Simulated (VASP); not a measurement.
## Co2Si: single point with PBE

Co2Si:

```
Co Si
1.0
     4.91800    0.00000    0.00000
     0.00000    3.73800    0.00000
     0.00000    0.00000    7.10900
Co Si
8 4
Direct
  0.96200 0.75000 0.21800
  0.03800 0.25000 0.78200
  0.53800 0.25000 0.71800
  0.46200 0.75000 0.28200
  0.82600 0.75000 0.56200
  0.17400 0.25000 0.43800
  0.67400 0.25000 0.06200
  0.32600 0.75000 0.93800
  0.29800 0.75000 0.61100
  0.70200 0.25000 0.38900
  0.20200 0.25000 0.11100
  0.79800 0.75000 0.88900
```

```json
{"Program": "VASP 6.6.1", "Task": "single point", "Functional": "PBE", "Potentials or basis": "VASP PAW PBE potentials, release 64 (Co, Si)", "Cutoff": "600 eV", "k mesh": "4 × 6 × 4", "Occupations": "gaussian, width 0.1 eV", "Spin": "collinear spin, ferromagnetic start", "Starting moments": "[3.0, 3.0, 3.0, 3.0, 3.0, 3.0, 3.0, 3.0, 0.0, 0.0, 0.0, 0.0] μB", "Dipole correction": "no", "Further INCAR settings": "ALGO = Normal; EDIFF = 1e-06; NBANDS = 60"}
```

```yaml
Pressure: -5.1 GPa
Largest_force: 0.260 eV/Å
Net_moment: 3.09 μB per cell
Site_moments: Co +0.53, +0.30 (each value once); Si -0.02 μB
Valence_electrons_inside_the_program's_atomic_spheres: Co 8.40, 8.49 (each value once); Si 1.62
```

Forces on the atoms (eV/Å):
```
Co   0.002  0.000 -0.085
Co  -0.002  0.000  0.085
Co  -0.002  0.000 -0.085
Co   0.002  0.000  0.085
Co   0.009  0.000 -0.035
Co  -0.009  0.000  0.035
Co  -0.009  0.000 -0.035
Co   0.009  0.000  0.035
Si  -0.112  0.000 -0.234
Si   0.112  0.000  0.234
Si   0.112  0.000 -0.234
Si  -0.112  0.000  0.234
```

Stress tensor (GPa, compression positive):
```
-4.83  0.00  0.00
 0.00 -5.58  0.00
 0.00  0.00 -4.86
```

Levels at points of the mesh, in eV from the Fermi level:
Spin up:
| k point | band 42 | band 43 | band 44 | band 45 | band 46 | band 47 | band 48 | band 49 | band 50 | band 51 |
| --- | --- | --- | --- | --- | --- | --- | --- | --- | --- | --- |
| (0.00, 0.00, 0.00) | -0.50 | -0.34 | -0.32 | -0.21 | -0.16 | 0.21 | 0.62 | 1.46 | 1.79 | 2.26 |
| (0.50, 0.00, 0.00) | -0.44 | -0.37 | -0.37 | -0.19 | -0.19 | 2.03 | 2.03 | 2.56 | 2.56 | 3.66 |
| (0.00, 0.50, 0.00) | -0.91 | -0.59 | -0.59 | -0.17 | -0.17 | -0.17 | -0.17 | 1.55 | 1.55 | 2.07 |
| (0.50, 0.50, 0.00) | -0.61 | -0.61 | -0.61 | 0.04 | 0.04 | 0.04 | 0.04 | 0.82 | 0.82 | 0.82 |
| (0.00, 0.00, 0.50) | -0.33 | -0.29 | -0.29 | -0.19 | -0.19 | 0.36 | 0.36 | 1.02 | 1.02 | 2.06 |
| (0.50, 0.00, 0.50) | -0.45 | -0.18 | -0.18 | 0.29 | 0.29 | 0.93 | 0.93 | 2.59 | 2.59 | 2.74 |
| (0.00, 0.50, 0.50) | -0.90 | -0.53 | -0.53 | -0.20 | -0.20 | 0.32 | 0.32 | 0.47 | 0.47 | 2.08 |
| (0.50, 0.50, 0.50) | -0.72 | -0.72 | -0.72 | 0.09 | 0.09 | 0.09 | 0.09 | 1.31 | 1.31 | 1.31 |
Spin down:
```csv
k point,band 40,band 41,band 42,band 43,band 44,band 45
"(0.00, 0.00, 0.00)",-0.20,-0.17,-0.03,0.04,0.28,0.39
"(0.50, 0.00, 0.00)",-0.19,-0.02,-0.02,0.09,0.09,0.40
"(0.00, 0.50, 0.00)",-0.59,-0.56,-0.56,-0.11,-0.11,0.38
"(0.50, 0.50, 0.00)",-0.70,-0.21,-0.21,-0.21,-0.21,0.54
"(0.00, 0.00, 0.50)",-0.37,0.07,0.07,0.21,0.21,0.29
"(0.50, 0.00, 0.50)",-0.15,-0.14,-0.14,0.41,0.41,0.78
"(0.00, 0.50, 0.50)",-0.64,-0.54,-0.54,-0.02,-0.02,0.34
"(0.50, 0.50, 0.50)",-0.75,-0.31,-0.31,-0.31,-0.31,0.61
```

Run time: 2.7 min on 4 MPI ranks on Intel(R) Xeon(R) Platinum 8488C (Sapphire Rapids), on a shared host, peak memory 0.62 GiB a rank.

Caveat: the cell stands under tension.
